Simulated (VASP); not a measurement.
# Al (P6_3/mmc) in VASP: notebook

The runs below take Al through single point, relaxation of shape and atoms at fixed volume, with r2SCAN.

All numbers are computed with VASP 6.6.1; they aren't measurements. Logs are shortened: lines on timing, memory, paths and dates and some standing lists are left out, and cuts for length are marked.

### 1 The cell of the first run

Symmetry: P6_3/mmc, No. 194, hexagonal system. Conventional cell: a = 2.861 Å, b = 2.861 Å, c = 4.603 Å, α = 90.00°, β = 90.00°, γ = 120.00°. Al (site symmetry -6m2) has 12 Al at 2.83 to 2.86 Å within 3.7 Å.

This isn't the form of Al at room conditions, which is fcc.

### 2 Single point, r2SCAN (16.31 Å³/atom)

POSCAR reads:

```
Al
1.0
    2.8607138002      0.0000000000      0.0000000000
   -1.4303569001      2.4774508239      0.0000000000
    0.0000000000      0.0000000000      4.6032011726
Al
2
Direct
    0.3333333333      0.6666666667      0.7500000000
    0.6666666667      0.3333333333      0.2500000000
```

INCAR.step1 reads:

```
PREC     = Accurate       # precision mode
ENCUT    = 520            # plane-wave cutoff, eV
ISMEAR   = 0              # smearing method
SIGMA    = 0.05           # smearing width, eV
LREAL    = F              # projectors in reciprocal space
LASPH    = T              # aspherical terms in the spheres
NELM     = 100            # most SCF steps
NBANDS   = 10             # bands
GGA      = PE             # functional
ALGO     = Normal         # electronic algorithm
EDIFF    = 1E-4           # SCF threshold, eV
LWAVE    = T              # write WAVECAR
LCHARG   = F              # write CHGCAR
```

INCAR.step2 reads:

```
PREC     = Accurate       # precision mode
ENCUT    = 520            # plane-wave cutoff, eV
EDIFF    = 1E-6           # SCF threshold, eV
ISMEAR   = 0              # smearing method
SIGMA    = 0.05           # smearing width, eV
LREAL    = F              # projectors in reciprocal space
LASPH    = T              # aspherical terms in the spheres
NELM     = 100            # most SCF steps
ALGO     = Normal         # electronic algorithm
ISIF     = 2              # what is computed and relaxed
LWAVE    = F              # write WAVECAR
LCHARG   = F              # write CHGCAR
METAGGA  = R2SCAN         # meta-GGA
LMIXTAU  = T            
NBANDS   = 10             # bands
ISTART   = 1
```

KPOINTS reads:

```
regular mesh
0
Gamma
  16 16 10
```

Potentials or basis: VASP PAW PBE potentials, release 64 (Al).

The run is started by

```bash
cat potpaw_PBE.64/Al/POTCAR > POTCAR
cp INCAR.step1 INCAR
mpirun -np 1 vasp_std > vasp.out
cp INCAR.step2 INCAR
mpirun -np 1 vasp_std > vasp.out
```

OUTCAR:

```text
PREC = Accurate
   ENCUT = 520
   EDIFF = 1E-6
   ISMEAR = 0
   LREAL = F
   LASPH = T
   NELM = 100
   ISIF = 2
   METAGGA = R2SCAN
   ISTART = 1

 ion  position               nearest neighbor table
   1  0.333  0.667  0.750-   2 2.83   2 2.83   2 2.83   2 2.83   2 2.83   2 2.83
   2  0.667  0.333  0.250-   1 2.83   1 2.83   1 2.83   1 2.83   1 2.83   1 2.83

  LATTYP: Found a hexagonal cell.
 ALAT       =     2.8607138002
 C/A-ratio  =     1.6091092972

  Lattice vectors:

 A1 = (   2.8607138002,   0.0000000000,   0.0000000000)
 A2 = (  -1.4303569001,   2.4774508239,   0.0000000000)
 A3 = (   0.0000000000,   0.0000000000,   4.6032011726)

Analysis of symmetry for initial positions (statically):
=====================================================================
 Subroutine PRICEL returns:
 Original cell was already a primitive cell.

 Routine SETGRP: Setting up the symmetry group for a
 hexagonal supercell.

 Subroutine GETGRP returns: Found 24 space group operations
 (whereof 12 operations were pure point group operations)
 out of a pool of 24 trial point group operations.

The static configuration has the point symmetry D_3d.
 The point group associated with its full space group is D_6h.

Analysis of symmetry for dynamics (positions and initial velocities):
=====================================================================
 Subroutine PRICEL returns:
 Original cell was already a primitive cell.

 Routine SETGRP: Setting up the symmetry group for a
 hexagonal supercell.

 Subroutine GETGRP returns: Found 24 space group operations
 (whereof 12 operations were pure point group operations)
 out of a pool of 24 trial point group operations.

The dynamic configuration has the point symmetry D_3d.
 The point group associated with its full space group is D_6h.

 Subroutine INISYM returns: Found 24 space group operations
 (whereof 12 operations are pure point group operations),
 and found     1 'primitive' translations

----------------------------------------------------------------------------------------

                                     Primitive cell

  volume of cell :      32.6242

  direct lattice vectors                    reciprocal lattice vectors
     2.860713800  0.000000000  0.000000000     0.349563106  0.201820353  0.000000000
    -1.430356900  2.477450824  0.000000000     0.000000000  0.403640706  0.000000000
     0.000000000  0.000000000  4.603201173     0.000000000  0.000000000  0.217240125

  length of vectors
     2.860713800  2.860713800  4.603201173     0.403640706  0.403640706  0.217240125

  position of ions in fractional coordinates (direct lattice)
     0.333333333  0.666666667  0.750000000
     0.666666667  0.333333333  0.250000000

  ion indices of the primitive-cell ions
   primitive index   ion index
                 1           1
                 2           2

----------------------------------------------------------------------------------------

 KPOINTS: regular mesh

Automatic generation of k-mesh.
 Grid dimensions read from file:
 generate k-points for:   16   16   10

 Generating k-lattice:

  Cartesian coordinates                     Fractional coordinates (reciprocal lattice)
     0.021847694  0.012613772  0.000000000     0.062500000  0.000000000  0.000000000
     0.000000000  0.025227544  0.000000000     0.000000000  0.062500000  0.000000000
     0.000000000  0.000000000  0.021724013     0.000000000  0.000000000  0.100000000

  Length of vectors
     0.025227544  0.025227544  0.021724013

  Shift w.r.t. Gamma in fractional coordinates (k-lattice)
     0.000000000  0.000000000  0.000000000

 Subroutine IBZKPT returns following result:
 ===========================================

 Found    180 irreducible k-points:

 Following reciprocal coordinates:
            Coordinates               Weight
  0.000000  0.000000  0.000000      1.000000
  0.062500  0.000000  0.000000      6.000000
  0.125000  0.000000  0.000000      6.000000
  0.187500  0.000000  0.000000      6.000000
  0.250000  0.000000  0.000000      6.000000
  0.312500  0.000000  0.000000      6.000000
[... 16 lines left out ...]
  0.187500  0.187500  0.000000      6.000000
  0.250000  0.187500  0.000000     12.000000
 [... further k-points ...]
   k-points           NKPTS =    180   k-points in BZ     NKDIM =    180   number of bands    NBANDS=     10
   number of dos      NEDOS =    301   number of ions     NIONS =      2
   total plane-waves  NPLWV =  20736
   dimension x,y,z NGX =    24 NGY =   24 NGZ =   36
   dimension x,y,z NGXF=    48 NGYF=   48 NGZF=   72
   ions per type =               2
   NGX,Y,Z   is equivalent  to a cutoff of  13.95, 13.95, 13.00 a.u.
   NGXF,Y,Z  is equivalent  to a cutoff of  27.89, 27.89, 26.00 a.u.
 SYSTEM =  unknown system
   PREC   = accura    normal or accurate (medium, high low for compatibility)
   ISTART =      1    job   : 0-new  1-cont  2-samecut
   ICHARG =      0    charge: 1-file 2-atom 10-const
   ISPIN  =      1    spin polarized calculation?
   LNONCOLLINEAR =      F non collinear calculations
   LSORBIT =      F    spin-orbit coupling
   LASPH  =      T    aspherical Exc in radial PAW
   ENCUT  =  520.0 eV  38.22 Ry    6.18 a.u.   5.32  5.32  8.56*2*pi/ulx,y,z
   NELM   =    100;   NELMIN=  2; NELMDL=  0     # of ELM steps
   EDIFF  = 0.1E-05   stopping-criterion for ELM
   LREAL  =      F    real-space projection
   EDIFFG = 0.1E-04   stopping-criterion for IOM
   NSW    =      0    number of steps for IOM
   IBRION =     -1    ionic relax: 0-MD 1-quasi-New 2-CG
   NFREE  =      0    steps in history (QN), initial steepest desc. (CG)
   ISIF   =      2    stress and relaxation
   ISYM   =      2    0-nonsym 1-usesym 2-fastsym
   POTIM  = 0.5000    time-step for ionic-motion
   TEBEG  =    0.0;   TEEND  =   0.0 temperature during run
   PSTRESS=    0.0 pullay stress
   NELECT =       6.0000    total number of electrons
   NUPDOWN=      -1.0000    fix difference up-down
   EMIN   =  10.00;   EMAX   =-10.00  energy-range for DOS
   EFERMI =   0.00;   METHOD = LEGACY
   ISMEAR =     0;   SIGMA  =   0.05  broadening in eV -4-tet -1-fermi 0-gaus
   EFERMI_NEDOS =   21; number of points for ismear=-14 and -15
   IALGO  =     38    algorithm
   IMIX   =      4    mixing-type and parameters
     AMIX     =   0.40;   BMIX     =  1.00
     AMIX_MAG =   1.60;   BMIX_MAG =  1.00
  volume/ion in A,a.u.               =      16.31       110.08
  Fermi-wavevector in a.u.,A,eV,Ry     =   0.930991  1.759318 11.792769  0.866744
  Thomas-Fermi vector in A             =   2.057437
   LORBIT       =      0    0 simple, 1 ext, 2 COOP (PROOUT), +10 PAW based schemes
   METAGGA = R2SCAN    functional components
   LHFCALC =     F    Hartree Fock is set to
   AEXX    =    0.0000 exact exchange contribution
   IVDW    =     0    specifies the selected vdW correction
   LEPSILON=     F    determine dielectric tensor
   LRPA    =     F    only Hartree local field effects (RPA)
 non-spin polarized calculation
 Gauss-broadening in eV      SIGMA  =   0.05
  energy-cutoff  :      520.00
  volume of cell :       32.62
 maximum number of plane-waves:       899
 NGX is ok and might be reduce to    24
   NGX = 11   NGY = 11   NGZ = 17

 number of electron       6.0000000 magnetization

 Free energy of the ion-electron system (eV)
  ---------------------------------------------------
  ext. energy  EPLUGINS =         0.00000000
  ---------------------------------------------------
  free energy    TOTEN  =       -13.39120150 eV

  energy without entropy =      -13.39011031  energy(sigma->0) =      -13.39065590

 E-fermi :   8.1606     XC(G=0): -10.9575

 val. band max:        8.1544315716   @ k =   0.2500   0.1875   0.3000
 cond. band min:       8.1978128428   @ k =   0.3750   0.1875   0.2000
 fundamental gap:      0.0433812711
 Fermi energy:         8.1605698713

 k-point     1 :       0.0000    0.0000    0.0000
  band No.  band energies     occupation
      1      -3.7923      2.00000
      2       3.1783      2.00000
      3       3.7738      2.00000
      4      19.3110      0.00000
      5      19.3110      0.00000
      6      19.6535      0.00000
      7      19.6535      0.00000
      8      21.1439      0.00000
      9      23.0232      0.00000
     10      24.2201      0.00000

 k-point     2 :       0.0625    0.0000    0.0000
  band No.  band energies     occupation
      1      -3.6922      2.00000
      2       3.2715      2.00000
      3       3.8701      2.00000
      4      17.3728      0.00000
      5      18.1870      0.00000
      6      19.4861      0.00000
      7      20.9422      0.00000
      8      21.9836      0.00000
      9      23.4162      0.00000
     10      23.6934      0.00000

 k-point     3 :       0.1250    0.0000    0.0000
  band No.  band energies     occupation
      1      -3.3921      2.00000
      2       3.5513      2.00000
      3       4.1573      2.00000
      4      14.9064      0.00000
      5      17.0790      0.00000
      6      18.4951      0.00000
      7      21.2193      0.00000
      8      21.5025      0.00000
      9      22.4685      0.00000
     10      23.2381      0.00000

 k-point     4 :       0.1875    0.0000    0.0000
  band No.  band energies     occupation
      1      -2.8935      2.00000
      2       4.0176      2.00000
      3       4.6287      2.00000
      4      12.4986      0.00000
      5      16.1399      0.00000
      6      17.3568      0.00000
      7      18.8829      0.00000
      8      19.7809      0.00000
      9      22.4001      0.00000
     10      22.4990      0.00000
[... 222 lines left out ...]
 k-point    22 :       0.4375    0.1250    0.0000
  band No.  band energies     occupation
      1       2.7189      2.00000
      2       2.7919      2.00000
      3       9.0327      0.00000
      4       9.5412      0.00000
      5       9.8480      0.00000
      6       9.8812      0.00000
      7      11.8894      0.00000
      8      17.0658      0.00000
      9      17.7674      0.00000
     10      19.5774      0.00000

 k-point    23 :       0.1875    0.1875    0.0000
  band No.  band energies     occupation
      1      -1.1129      2.00000
      2       5.6947      2.00000
      3       6.1936      2.00000
      4       9.5894      0.00000
      5       9.9959      0.00000
      6      15.6153      0.00000
      7      16.5120      0.00000
      8      16.9406      0.00000
      9      17.4749      0.00000
     10      22.4442      0.00000

 k-point    24 :       0.2500    0.1875    0.0000
  band No.  band energies     occupation
      1      -0.1336      2.00000
      2       6.6234      2.00000
      3       6.6616      2.00000
      4       8.0372      1.99951
      5       9.3923      0.00000
      6      13.9938      0.00000
      7      14.9747      0.00000
      8      15.9637      0.00000
      9      16.6904      0.00000
     10      22.3687      0.00000

 [... further k-points ...]

------------------------ aborting loop because EDIFF is reached ----------------------------------------

  FORCE on cell =-STRESS in cart. coord.  units (eV):
  Direction    XX          YY          ZZ          XY          YZ          ZX
  --------------------------------------------------------------------------------------
  -------------------------------------------------------------------------------------
  Total       -0.3629390     -0.3629390     -0.3767864      0.0000000      0.0000000      0.0000000
  in kB      -17.8239865    -17.8239865    -18.5040353      0.0000000      0.0000000      0.0000000
  external PRESSURE =     -18.0506694 kB  Pullay stress =       0.0000000 kB

 VOLUME and BASIS-vectors are now :
 -----------------------------------------------------------------------------
  energy-cutoff  :      520.00
  volume of cell :       32.62
      direct lattice vectors                 reciprocal lattice vectors
     2.860713800  0.000000000  0.000000000     0.349563106  0.201820353  0.000000000
    -1.430356900  2.477450824  0.000000000     0.000000000  0.403640706  0.000000000
     0.000000000  0.000000000  4.603201173     0.000000000  0.000000000  0.217240125

 POSITION                                       TOTAL-FORCE (eV/Angst)
 -----------------------------------------------------------------------------------
     -0.00000      1.65163      3.45240         0.000000      0.000000      0.000000
      1.43036      0.82582      1.15080        -0.000000      0.000000      0.000000
 -----------------------------------------------------------------------------------
    total drift:                                0.000000     -0.000000      0.000000

  FREE ENERGIE OF THE ION-ELECTRON SYSTEM (eV)
  ---------------------------------------------------
  free  energy   TOTEN  =       -13.3912014973 eV

  energy  without entropy=      -13.3901103091  energy(sigma->0) =      -13.39065590
```

Wall time 57 s (1 thread of Intel Xeon 6975P-C (Granite Rapids), shared host); peak memory 0.18 GiB.

What came out:

* Free energy: -13.3912 eV
* Pressure: -1.8 GPa
* Band gap on the k mesh: zero (bands 3 and 4 overlap by 8.11 eV)

Levels at points of the mesh, in eV from the Fermi level:
```csv
k point,band 1,band 2,band 3,band 4,band 5,band 6
"(0.00, 0.00, 0.00)",-11.95,-4.98,-4.39,11.15,11.15,11.49
"(0.50, 0.00, 0.00)",-5.73,-5.65,0.60,1.43,1.45,2.09
"(0.00, 0.00, 0.50)",-10.11,-10.11,3.96,3.96,12.39,12.39
"(0.50, 0.00, 0.50)",-4.32,-4.32,-3.42,-3.42,7.43,7.43
```

Caveat: the PAW data sets were made with another functional, which shifts forces and pressure a little.

### 3 Relaxation of shape and atoms at fixed volume, r2SCAN (16.31 Å³/atom)

POSCAR reads:

```
Al
1.0
    2.8571512429      0.0000000000      0.0000000000
   -1.4285756215      2.4743655588      0.0000000000
    0.0000000000      0.0000000000      4.6146877131
Al
2
Direct
    0.3333333333      0.6666666667      0.7500000000
    0.6666666667      0.3333333333      0.2500000000
```

INCAR.step1 reads:

```
SYSTEM = Al
PREC     = Accurate       ! precision mode
ENCUT    = 600            ! plane-wave cutoff, eV
ISMEAR   = 0              ! smearing method
SIGMA    = 0.05           ! smearing width, eV
LREAL    = .FALSE.        ! projectors in reciprocal space
LASPH    = .TRUE.         ! aspherical terms in the spheres
NELM     = 100            ! most SCF steps
GGA      = PE             ! functional
ALGO     = Normal         ! electronic algorithm
EDIFF    = 1E-4           ! SCF threshold, eV
LWAVE    = .TRUE.         ! write WAVECAR
LCHARG   = .FALSE.        ! write CHGCAR
```

INCAR.step2 reads:

```
SYSTEM = Al
PREC     = Accurate       ! precision mode
ENCUT    = 600            ! plane-wave cutoff, eV
EDIFF    = 1E-6           ! SCF threshold, eV
ISMEAR   = 0              ! smearing method
SIGMA    = 0.05           ! smearing width, eV
LREAL    = .FALSE.        ! projectors in reciprocal space
LASPH    = .TRUE.         ! aspherical terms in the spheres
NELM     = 100            ! most SCF steps
ALGO     = Normal         ! electronic algorithm
ISIF     = 4              ! what is computed and relaxed
LWAVE    = .FALSE.        ! write WAVECAR
LCHARG   = .FALSE.        ! write CHGCAR
METAGGA  = R2SCAN         ! meta-GGA
LMIXTAU  = .TRUE.       
IBRION   = 2              ! ionic algorithm
NSW      = 60             ! ionic steps
EDIFFG   = -0.01          ! ionic threshold
ISTART   = 1
```

KPOINTS reads:

```
Automatic mesh
0
G
  16 16 10
  0 0 0
```

Potentials or basis: VASP PAW PBE potentials, release 64 (Al).

The run is started by

```bash
cat potpaw_PBE.64/Al/POTCAR > POTCAR
cp INCAR.step1 INCAR
mpirun -np 1 vasp_std > vasp.out
cp INCAR.step2 INCAR
mpirun -np 1 vasp_std > vasp.out
```

It took 82 s on 1 thread of Intel Xeon 6975P-C (Granite Rapids), shared host; peak memory 0.18 GiB.

The run converged. Its results:

```yaml
Free_energy: -13.3910 eV
Energy_gained_by_relaxing: 0.1 meV/atom
Ionic_steps: 3
Pressure_after_relaxing: -1.8 GPa
Band_gap_on_the_k_mesh: zero (bands 3 and 4 overlap by 8.13 eV)
```

Stress tensor (GPa, compression positive):
```
-1.84  0.00  0.00
 0.00 -1.84  0.00
 0.00  0.00 -1.73
```

The path:
| step | energy change (eV) | largest force (eV/Å) | pressure (GPa) | volume (Å³) |
| --- | --- | --- | --- | --- |
| 1 | 0.0000 | 0.0000 | -1.81 | 32.62 |
| 2 | 0.0000 | 0.0000 | -1.81 | 32.62 |
| 3 | -0.0001 | 0.0000 | -1.80 | 32.62 |

Final structure:
```
Al
1.0
     2.86177    0.00000    0.00000
    -1.43089    2.47837    0.00000
     0.00000    0.00000    4.59979
Al
2
Cartesian
  0.0000 1.6522 3.4498
  1.4309 0.8261 1.1499
```

Levels at points of the mesh, in eV from the Fermi level:
```tsv
k point	band 1	band 2	band 3	band 4	band 5	band 6	band 7
(0.00, 0.00, 0.00)	-11.95	-4.97	-4.37	11.13	11.13	11.48	11.48
(0.50, 0.00, 0.00)	-5.73	-5.65	0.60	1.44	1.45	2.10	5.84
(0.00, 0.00, 0.50)	-10.10	-10.10	3.99	3.99	12.38	12.38	12.38
(0.50, 0.00, 0.50)	-4.32	-4.32	-3.42	-3.42	7.42	7.42	7.99
```

Caveat: the PAW data sets were made with another functional, which shifts forces and pressure a little.
